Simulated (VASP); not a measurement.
Here is a VASP 6.6.1 calculation.

Contents of INCAR:

```
ALGO = Normal ; EDIFF = 1E-6
ENCUT = 520 ; GGA = PS
ISIF = 2 ; ISMEAR = 0
LASPH = True ; LCHARG = True
LELF = True ; LREAL = False
LVHAR = True ; LWAVE = False
NBANDS = 20 ; NELM = 80
PREC = Accurate ; SIGMA = 0.1
```

The input KPOINTS:

```
k-points
0
Gamma
  15 15 8
```

POSCAR

```
CdIn
1.0
    3.2173192956      0.0000000000      0.0000000000
   -1.6086596478      2.7862802420      0.0000000000
    0.0000000000      0.0000000000      5.2825887455
Cd In
1 1
Direct
    0.0000000000      0.0000000000      0.5000000000
    0.6666666667      0.3333333333      0.0000000000
```

Potentials or basis: VASP PAW PBE potentials, release 64 (Cd, In_d).

The run is started by

```console
$ cat potpaw_PBE.64/Cd/POTCAR potpaw_PBE.64/In_d/POTCAR > POTCAR
$ mpirun -np 1 vasp_std > vasp.out
```

(1) What does it give for the pressure?

Answers

(1) 0.1 GPa.

Caveat: the PAW data sets were made with another functional, which shifts forces and pressure a little.
